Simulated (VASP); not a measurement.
# NaSe4 (Pmmm) in VASP: further runs, part 2 of 2

VASP 6.6.1.

## 3. Single point, PBE+D3(BJ)

This run uses another cell than the first one, of 24.30 Å³/atom.

INCAR

```
SYSTEM = NaSe4
PREC = Accurate
ENCUT = 520
EDIFF = 1E-6
ISMEAR = 0
SIGMA = 0.1
LREAL = .FALSE.
LASPH = .TRUE.
NELM = 80
ALGO = Normal
ISIF = 2
LWAVE = .FALSE.
LCHARG = .TRUE.
GGA = PE
IVDW = 12
LELF = .TRUE.
LVHAR = .TRUE.
NBANDS = 24
```

KPOINTS

```
Automatic mesh
0
G
  6 4 4
  0 0 0
```

POSCAR

```
NaSe4
1.0
    2.8736770621      0.0000000000      0.0000000000
    0.0000000000      5.3734627001      0.0000000000
    0.0000000000      0.0000000000      7.8690778262
Na Se
1 4
Direct
    0.0000000000      0.0000000000      0.0000000000
    0.5000000000      0.2793007781      0.7166339816
    0.5000000000      0.7206992219      0.7166339816
    0.5000000000      0.2793007781      0.2833660184
    0.5000000000      0.7206992219      0.2833660184
```

Potentials or basis: VASP PAW PBE potentials, release 64 (Na_pv, Se).

Started as:

```console
$ cat potpaw_PBE.64/Na_pv/POTCAR potpaw_PBE.64/Se/POTCAR > POTCAR
$ mpirun -np 1 vasp_std > vasp.out
```

OUTCAR:

```text
SYSTEM = NaSe4
   PREC = Accurate
   ENCUT = 520
   EDIFF = 1E-6
   ISMEAR = 0
   LREAL = .FALSE.
   LASPH = .TRUE.
   NELM = 80
   ISIF = 2
   GGA = PE
   IVDW = 12
 IVDW          = 12

 ion  position               nearest neighbor table
   1  0.000  0.000  0.000-
   2  0.500  0.279  0.717-   3 2.37
   3  0.500  0.721  0.717-   2 2.37
   4  0.500  0.279  0.283-   5 2.37
   5  0.500  0.721  0.283-   4 2.37

  LATTYP: Found a simple orthorhombic cell.
 ALAT       =     2.8736770621
 B/A-ratio  =     1.8698909390
 C/A-ratio  =     2.7383305974

  Lattice vectors:

 A1 = (   2.8736770621,   0.0000000000,   0.0000000000)
 A2 = (   0.0000000000,   5.3734627001,   0.0000000000)
 A3 = (   0.0000000000,   0.0000000000,   7.8690778262)

Analysis of symmetry for initial positions (statically):
=====================================================================
 Subroutine PRICEL returns:
 Original cell was already a primitive cell.

 Routine SETGRP: Setting up the symmetry group for a
 simple orthorhombic supercell.

 Subroutine GETGRP returns: Found  8 space group operations
 (whereof  8 operations were pure point group operations)
 out of a pool of  8 trial point group operations.

The static configuration has the point symmetry D_2h.

Analysis of symmetry for dynamics (positions and initial velocities):
=====================================================================
 Subroutine PRICEL returns:
 Original cell was already a primitive cell.

 Routine SETGRP: Setting up the symmetry group for a
 simple orthorhombic supercell.

 Subroutine GETGRP returns: Found  8 space group operations
 (whereof  8 operations were pure point group operations)
 out of a pool of  8 trial point group operations.

The dynamic configuration has the point symmetry D_2h.

 Subroutine INISYM returns: Found  8 space group operations
 (whereof  8 operations are pure point group operations),
[... 122 lines left out ...]
     AMIX_MAG =   1.60;   BMIX_MAG =  1.00
  volume/ion in A,a.u.               =      24.30       164.00
  Fermi-wavevector in a.u.,A,eV,Ry     =   1.038301  1.962105 14.668026  1.078070
  Thomas-Fermi vector in A             =   2.172779
   LORBIT       =      0    0 simple, 1 ext, 2 COOP (PROOUT), +10 PAW based schemes
   GGA     = PE    functional components
   LHFCALC =     F    Hartree Fock is set to
   AEXX    =    0.0000 exact exchange contribution
   IVDW    =    12    specifies the selected vdW correction
   LEPSILON=     F    determine dielectric tensor
   LRPA    =     F    only Hartree local field effects (RPA)
 non-spin polarized calculation
 Gauss-broadening in eV      SIGMA  =   0.10
  energy-cutoff  :      520.00
  volume of cell :      121.51
 maximum number of plane-waves:      3301
 NGX is ok and might be reduce to    24
   NGX = 11   NGY = 19   NGZ = 29

 number of electron      30.9999994 magnetization

 Free energy of the ion-electron system (eV)
  ---------------------------------------------------
  ext. energy  EPLUGINS =         0.00000000
  ---------------------------------------------------
  free energy    TOTEN  =       -16.15664068 eV

  energy without entropy =      -16.15110152  energy(sigma->0) =      -16.15387110

 E-fermi :   2.9766     XC(G=0):  -9.0027

 val. band max:        2.9600451977   @ k =   0.3333   0.5000   0.0000
 cond. band min:       2.9854665684   @ k =   0.5000   0.0000   0.5000
 fundamental gap:      0.0254213707
 Fermi energy:         2.9766451007

 k-point     1 :       0.0000    0.0000    0.0000
  band No.  band energies     occupation
      1     -21.0234      2.00000
      2     -21.0015      2.00000
      3     -20.9711      2.00000
      4     -12.4408      2.00000
      5     -12.1117      2.00000
      6      -9.0945      2.00000
[... 637 lines left out ...]
     23      10.1984      0.00000
     24      10.2058      0.00000

 [... further k-points ...]

------------------------ aborting loop because EDIFF is reached ----------------------------------------

 Edisp (eV)   -1.59144

 E8    (eV) :    -0.6692

  FORCE on cell =-STRESS in cart. coord.  units (eV):
  Direction    XX          YY          ZZ          XY          YZ          ZX
  --------------------------------------------------------------------------------------
  -------------------------------------------------------------------------------------
  Total      -0.15468     0.08135    -0.06705    -0.00000     0.00000     0.00000
  in kB      -2.03949     1.07263    -0.88408    -0.00000     0.00000     0.00000
  external pressure =       -0.62 kB  Pullay stress =        0.00 kB

 VOLUME and BASIS-vectors are now :
 -----------------------------------------------------------------------------
  energy-cutoff  :      520.00
  volume of cell :      121.51
      direct lattice vectors                 reciprocal lattice vectors
     2.873677062  0.000000000  0.000000000     0.347986214  0.000000000  0.000000000
     0.000000000  5.373462700  0.000000000     0.000000000  0.186099738  0.000000000
     0.000000000  0.000000000  7.869077826     0.000000000  0.000000000  0.127079694

 POSITION                                       TOTAL-FORCE (eV/Angst)
 -----------------------------------------------------------------------------------
      0.00000      0.00000      0.00000        -0.000000     -0.000000      0.000000
      1.43684      1.50081      5.63925         0.000000     -0.005289      0.001513
      1.43684      3.87265      5.63925         0.000000      0.005289      0.001513
      1.43684      1.50081      2.22983        -0.000000     -0.005289     -0.001513
      1.43684      3.87265      2.22983        -0.000000      0.005289     -0.001513
 -----------------------------------------------------------------------------------
    total drift:                                0.000000      0.000000      0.000000

  FREE ENERGIE OF THE ION-ELECTRON SYSTEM (eV)
  ---------------------------------------------------
  free  energy   TOTEN  =       -17.7480784571 eV

  energy  without entropy=      -17.7425392959  energy(sigma->0) =      -17.74530888
```

OSZICAR:

```text
N       E                     dE             d eps       ncg     rms          rms(c)
DAV:   1     0.215134113338E+03    0.21513E+03   -0.13049E+04  1760   0.115E+03
DAV:   2     0.408216934070E+01   -0.21105E+03   -0.19742E+03  1896   0.261E+02
DAV:   3    -0.157609389373E+02   -0.19843E+02   -0.19143E+02  2240   0.812E+01
DAV:   4    -0.162315405942E+02   -0.47060E+00   -0.46813E+00  2048   0.135E+01
DAV:   5    -0.162382927997E+02   -0.67522E-02   -0.67493E-02  2216   0.169E+00    0.697E+00
DAV:   6    -0.161725098394E+02    0.65783E-01   -0.49556E-02  2080   0.125E+00    0.422E+00
DAV:   7    -0.161562416739E+02    0.16268E-01   -0.99663E-02  1952   0.167E+00    0.224E-01
DAV:   8    -0.161562553656E+02   -0.13692E-04   -0.10078E-02  2064   0.553E-01    0.153E-01
DAV:   9    -0.161565191824E+02   -0.26382E-03   -0.53528E-04  2096   0.126E-01    0.387E-02
DAV:  10    -0.161566199344E+02   -0.10075E-03   -0.19271E-04  2040   0.774E-02    0.180E-02
DAV:  11    -0.161566336598E+02   -0.13725E-04   -0.17710E-05  2144   0.230E-02    0.850E-03
DAV:  12    -0.161566406962E+02   -0.70364E-05   -0.11724E-05  1960   0.166E-02    0.612E-03
DAV:  13    -0.161566406844E+02    0.11834E-07   -0.75347E-07  1600   0.498E-03
   1 F= -.17748078E+02 E0= -.17745309E+02  d E =-.553916E-02
```

Wall time 46 s (1 thread of AMD EPYC 9R45 (Zen 5), shared host); peak memory 0.24 GiB.

What came out:

```
Free energy                : -17.7481 eV
Pressure                   : -0.1 GPa
Largest force              : 0.006 eV/Å
Band gap on the k mesh     : zero (an odd number of electrons rules out a gap without spin polarisation)
Dispersion energy per atom : -0.318 eV
```

Forces in eV/Å, atoms in the order of the input:
```
Na   0.000  0.000  0.000
Se   0.000 -0.005  0.002
Se   0.000  0.005  0.002
Se   0.000 -0.005 -0.002
Se   0.000  0.005 -0.002
```

Levels at points of the mesh, in eV from the Fermi level:
| k point | band 14 | band 15 | band 16 | band 17 | band 18 | band 19 |
| --- | --- | --- | --- | --- | --- | --- |
| (0.00, 0.00, 0.00) | 1.52 | 1.73 | 2.54 | 3.79 | 3.98 | 4.01 |
| (0.50, 0.00, 0.00) | -3.02 | -1.02 | -0.35 | 1.45 | 3.36 | 3.98 |
| (0.00, 0.50, 0.00) | -0.91 | -0.40 | 1.90 | 2.11 | 3.15 | 3.34 |
| (0.50, 0.50, 0.00) | -1.72 | -1.44 | -0.50 | 0.49 | 1.03 | 1.36 |
| (0.00, 0.00, 0.50) | 1.54 | 1.71 | 3.82 | 3.95 | 3.97 | 4.12 |
| (0.50, 0.00, 0.50) | -2.65 | -1.61 | 0.01 | 0.93 | 3.98 | 4.08 |
| (0.00, 0.50, 0.50) | -0.81 | -0.52 | 1.93 | 2.08 | 3.16 | 3.33 |
| (0.50, 0.50, 0.50) | -1.81 | -1.02 | -1.00 | -0.15 | 1.07 | 1.31 |

Caveat: the k points lie up to 0.36 Å⁻¹ apart, too coarse for converged energies and pressures of a metal.

## 4. Relaxation of cell and atoms, PBE+D3(BJ)

INCAR

```
PREC = Accurate ; ENCUT = 600
EDIFF = 1E-6 ; ISMEAR = 0
SIGMA = 0.1 ; LREAL = F
LASPH = T ; NELM = 100
ALGO = Normal ; ISIF = 3
LWAVE = F ; LCHARG = F
GGA = PE ; IVDW = 12
IBRION = 2 ; NSW = 90
EDIFFG = -0.04
```

KPOINTS

```
regular mesh
0
Gamma
  6 4 4
```

POSCAR

```
NaSe4
1.0
    2.6887620000      0.0000000000      0.0000000000
    0.0000000000      5.3775240000      0.0000000000
    0.0000000000      0.0000000000      7.3035884100
Na Se
1 4
Direct
    0.0000000000      0.0000000000      0.0000000000
    0.5000000000      0.2500000000      0.7515886600
    0.5000000000      0.7500000000      0.7515886600
    0.5000000000      0.2500000000      0.2484113400
    0.5000000000      0.7500000000      0.2484113400
```

Started as:

```console
$ cat potpaw_PBE.64/Na_pv/POTCAR potpaw_PBE.64/Se/POTCAR > POTCAR
$ mpirun -np 1 vasp_std > vasp.out
```

Wall time 12 min (1 thread of AMD EPYC 9R45 (Zen 5), shared host); peak memory 0.28 GiB.

Results (log left out):

```yaml
Free_energy: -17.7476 eV
Relaxed_volume: 24.24 Å³/atom
Relaxed_cell: a = 2.870 Å, b = 5.378 Å, c = 7.850 Å, α = 90.00°, β = 90.00°, γ = 90.00°
Space_group_after_relaxing_to_0.1_Å: Pmmm (No. 47)
Energy_gained_by_relaxing: 271.3 meV/atom
Ionic_steps: 31
Pressure_after_relaxing: 0.1 GPa
Largest_force_after_relaxing: 0.035 eV/Å
Band_gap_on_the_k_mesh: zero (an odd number of electrons rules out a gap without spin polarisation)
Dispersion_energy_per_atom: -0.319 eV
```

Forces on the atoms (eV/Å):
```
Na   0.000  0.000  0.000
Se   0.000 -0.033 -0.011
Se   0.000  0.033 -0.011
Se   0.000 -0.033  0.011
Se   0.000  0.033  0.011
```

Stress tensor (GPa, compression positive):
```
0.01 0.00 0.00
0.00 0.26 0.00
0.00 0.00 0.03
```

Step by step:
```tsv
step	energy change (eV)	largest force (eV/Å)	pressure (GPa)	volume (Å³)
1	0.0000	1.5667	9.32	105.60
2	-0.8384	0.6220	-1.98	125.39
3	-0.8417	0.5912	-2.50	127.07
4	-1.1021	0.7989	-0.08	124.55
5	-1.0992	0.2788	2.76	122.59
6	-1.1354	0.7409	0.93	123.73
7	-1.1366	0.6406	1.36	123.45
8	-1.1793	0.3771	1.92	126.14
9	-1.1920	0.1355	1.63	125.28
10	-1.2367	0.3552	-1.53	131.30
11	-1.2513	0.2129	-0.57	129.19
12	-1.2732	0.0998	-0.54	128.67
13	-1.2916	0.2152	-0.38	127.70
14	-1.3082	0.1572	-0.56	126.55
15	-1.3163	0.1480	-0.73	125.05
16	-1.3254	0.1401	-0.25	123.06
17	-1.3267	0.1537	0.00	122.07
18	-1.3314	0.1701	0.04	122.10
19	-1.3372	0.2362	0.16	122.21
20	-1.3397	0.2054	0.08	122.28
21	-1.3450	0.1231	-0.14	122.50
22	-1.3476	0.1141	-0.54	122.93
23	-1.3479	0.0925	-0.46	122.84
24	-1.3499	0.0876	-0.33	122.49
25	-1.3522	0.0773	-0.04	121.78
26	-1.3523	0.0746	0.05	121.55
27	-1.3531	0.0632	0.08	121.49
28	-1.3549	0.0423	0.14	121.30
29	-1.3555	0.0927	0.28	120.94
30	-1.3558	0.0665	0.21	121.07
31	-1.3564	0.0349	0.10	121.18
```

Final structure:
```
Na Se
1.0
     2.87011    0.00000    0.00000
     0.00000    5.37814    0.00000
     0.00000    0.00000    7.85036
Na Se
1 4
Cartesian
  0.0000 0.0000 0.0000
  1.4351 1.5052 5.6326
  1.4351 3.8730 5.6326
  1.4351 1.5052 2.2178
  1.4351 3.8730 2.2178
```

Levels at points of the mesh, in eV from the Fermi level:
```tsv
k point	band 12	band 13	band 14	band 15	band 16	band 17	band 18	band 19
(0.00, 0.00, 0.00)	-2.11	-0.10	1.53	1.74	2.56	3.81	3.99	4.00
(0.50, 0.00, 0.00)	-3.48	-3.19	-3.02	-1.02	-0.35	1.44	3.35	3.97
(0.00, 0.50, 0.00)	-2.13	-1.12	-0.91	-0.40	1.90	2.11	3.18	3.37
(0.50, 0.50, 0.00)	-2.51	-1.94	-1.75	-1.43	-0.51	0.50	1.05	1.39
(0.00, 0.00, 0.50)	-1.70	-0.74	1.55	1.72	3.84	3.97	4.00	4.10
(0.50, 0.00, 0.50)	-3.44	-3.23	-2.64	-1.62	0.02	0.91	3.98	4.07
(0.00, 0.50, 0.50)	-2.83	-2.26	-0.80	-0.51	1.93	2.08	3.19	3.35
(0.50, 0.50, 0.50)	-2.13	-1.90	-1.85	-1.03	-1.00	-0.15	1.09	1.33
```

Caveat: the k points lie up to 0.36 Å⁻¹ apart in the final cell, too coarse for converged energies and pressures of a metal.

## 5. Single point, PBE+D3(BJ)

This run uses another cell than the first one, of 23.82 Å³/atom.

INCAR

```
SYSTEM = NaSe4
ALGO = Normal
EDIFF = 1E-6
ENCUT = 520
GGA = PE
ISIF = 2
ISMEAR = 0
IVDW = 12
LASPH = .TRUE.
LCHARG = .FALSE.
LREAL = .FALSE.
LWAVE = .FALSE.
NBANDS = 24
NELM = 80
PREC = Accurate
SIGMA = 0.1
```

KPOINTS

```
k-points
0
G
  14 8 6
  0 0 0
```

POSCAR

```
NaSe4
1.0
    2.7140981990      0.0000000000      0.0000000000
    0.0000000000      5.4258726573      0.0000000000
    0.0000000000      0.0000000000      8.0867901270
Na Se
1 4
Direct
    0.0000000000      0.0000000000      0.0000000000
    0.5000000000      0.2584317093      0.7153113708
    0.5000000000      0.7415682907      0.7153113708
    0.5000000000      0.2584317093      0.2846886292
    0.5000000000      0.7415682907      0.2846886292
```

Started as:

```console
$ cat potpaw_PBE.64/Na_pv/POTCAR potpaw_PBE.64/Se/POTCAR > POTCAR
$ mpirun -np 1 vasp_std > vasp.out
```

Run time: 2.8 min. Hardware: 1 thread of AMD EPYC 9R45 (Zen 5), shared host; peak memory 0.45 GiB.

It converged, with:

| Item | Value |
| --- | --- |
| Free energy | -17.6805 eV |
| Pressure | 0.0 GPa |
| Largest force | 0.006 eV/Å |
| Band gap on the k mesh | zero (an odd number of electrons rules out a gap without spin polarisation) |
| Dispersion energy per atom | -0.324 eV |

Forces on the atoms (eV/Å):
```
Na   0.000  0.000  0.000
Se   0.000  0.004 -0.004
Se   0.000 -0.004 -0.004
Se   0.000  0.004  0.004
Se   0.000 -0.004  0.004
```

Levels at points of the mesh, in eV from the Fermi level:
| k point | band 12 | band 13 | band 14 | band 15 | band 16 | band 17 | band 18 | band 19 | band 20 | band 21 |
| --- | --- | --- | --- | --- | --- | --- | --- | --- | --- | --- |
| (0.00, 0.00, 0.00) | -2.43 | -0.69 | 2.38 | 3.06 | 3.14 | 3.22 | 3.30 | 3.78 | 4.82 | 4.96 |
| (0.50, 0.00, 0.00) | -4.13 | -4.10 | -2.43 | -0.70 | -0.15 | 1.39 | 3.47 | 3.93 | 4.30 | 4.88 |
| (0.00, 0.50, 0.00) | -2.25 | -2.14 | -2.06 | -1.74 | 3.47 | 3.68 | 3.84 | 3.93 | 3.97 | 4.12 |
| (0.50, 0.50, 0.00) | -1.62 | -1.46 | -0.74 | -0.58 | 0.06 | 0.07 | 0.15 | 0.41 | 4.85 | 4.87 |
| (0.00, 0.00, 0.50) | -2.11 | -1.19 | 3.07 | 3.15 | 3.21 | 3.29 | 3.95 | 4.64 | 4.84 | 4.95 |
| (0.50, 0.00, 0.50) | -4.15 | -4.12 | -2.12 | -1.19 | 0.15 | 0.98 | 3.82 | 4.05 | 4.75 | 4.89 |
| (0.00, 0.50, 0.50) | -2.84 | -2.60 | -2.19 | -1.93 | 3.70 | 3.82 | 3.98 | 4.11 | 4.84 | 5.45 |
| (0.50, 0.50, 0.50) | -1.29 | -1.15 | -0.72 | -0.68 | -0.33 | -0.26 | 0.09 | 0.30 | 5.70 | 5.87 |

## 6. Summary

| task | cell | k mesh | cutoff (eV) | gap on the mesh (eV) | pressure (GPa) | largest force (eV/Å) |
| --- | --- | --- | --- | --- | --- | --- |
| single point | a = 2.689, b = 5.378, c = 7.304 Å, 5 atoms, atomic positions A | 6 × 4 × 4 | 520 | none | 9.3 | 1.57 |
| single point | a = 2.874, b = 5.373, c = 7.869 Å, 5 atoms, atomic positions B | 6 × 4 × 4 | 520 | none | -0.1 | 0.01 |
| relaxation of cell and atoms | relaxed from a = 2.689, b = 5.378, c = 7.304 Å, 5 atoms, atomic positions A | 6 × 4 × 4 | 600 | none | 0.1 | 0.03 |
| single point | a = 2.714, b = 5.426, c = 8.087 Å, 5 atoms, atomic positions C | 14 × 8 × 6 | 520 | none | 0.0 | 0.01 |

Alike in all rows: level PBE+D3(BJ); potentials or basis VASP PAW PBE potentials, release 64 (Na_pv, Se); no spin polarisation; smearing gaussian 0.1 eV.

Caveats: some runs use coarse meshes; forces of over 1 eV/Å act on the atoms, so gaps and moduli don't describe the material at rest (at least some runs).

Total energies depend on the potentials used, so only differences within one code and one set of settings carry meaning.
